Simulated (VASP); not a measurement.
Here is a VASP 6.6.1 calculation.

INCAR

```
ALGO     = Normal         # electronic algorithm
EDIFF    = 1E-8           # SCF threshold, eV
ENCUT    = 520            # plane-wave cutoff, eV
GGA      = CA             # functional
ISIF     = 2              # what is computed and relaxed
ISMEAR   = -1             # smearing method
LASPH    = T              # aspherical terms in the spheres
LCHARG   = F              # write CHGCAR
LEFG     = T            
LREAL    = F              # projectors in reciprocal space
LWAVE    = F              # write WAVECAR
NBANDS   = 27             # bands
NELM     = 80             # most SCF steps
PREC     = Accurate       # precision mode
SIGMA    = 0.01           # smearing width, eV
```

KPOINTS

```
k-points
0
Gamma
  5 5 5
```

File POSCAR:

```
KTaO3
1.0
    3.9749611044      0.0000000000      0.0000000000
    0.0000000000      3.9749611044      0.0000000000
    0.0000000000      0.0000000000      3.9749611044
K Ta O
1 1 3
Direct
    0.5000000000      0.5000000000      0.5000000000
    0.0000000000      0.0000000000      0.0000000000
    0.5000000000      0.0000000000      0.0000000000
    0.0000000000      0.5000000000      0.0000000000
    0.0000000000      0.0000000000      0.5000000000
```

Potentials or basis: VASP PAW LDA potentials, release 64 (K_sv, Ta_pv, O).

Command:

```sh
$ cat potpaw_LDA.64/K_sv/POTCAR potpaw_LDA.64/Ta_pv/POTCAR potpaw_LDA.64/O/POTCAR > POTCAR
$ mpirun -np 1 vasp_std > vasp.out
```

(1) What does it give for the pressure?

(2) Estimate the band gap on the k mesh.

Answers

(1) -2.4 GPa.

(2) 2.15 eV, indirect (least direct gap 2.66 eV).

Caveat: without QUAD_EFG the Cq values of the log hold for a quadrupole moment of 1 mb, not for the nuclei; spin-orbit coupling is left out, which moves the levels of the heavy elements.
